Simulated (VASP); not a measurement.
The system is InP.

```
CELL_PARAMETERS angstrom
0.00000 2.93050 2.93050
2.93050 0.00000 2.93050
2.93050 2.93050 0.00000
ATOMIC_POSITIONS crystal
In 0.00000 0.00000 0.00000
P 0.75000 0.75000 0.75000
```

Base run:

```yaml
Program: VASP 6.6.1
Functional: PBEsol
Potentials_or_basis: VASP PAW PBE potentials, release 64 (In_d, P)
Cutoff: 520 eV
k_mesh: 6 × 6 × 6
Occupations: fermi-dirac, width 0.05 eV
Spin: no spin polarisation
```

Its results: band gap on the k mesh 0.61 eV, direct; pressure 0.6 GPa.

Problem. The run is repeated on the same cell with these changes: functional from PBEsol to HF; k mesh from 6 × 6 × 6 to 4 × 4 × 4. What comes out?

Solution. Band gap on the k mesh 7.48 eV, direct; pressure 4.6 GPa.

Several settings changed at once, so the effect can't be laid on one alone.

Caveats: some runs use coarse meshes; the PAW data sets were made with another functional, which shifts forces and pressure a little; spin-orbit coupling is left out, which moves the levels of the heavy elements.

A k mesh can miss the band edges.
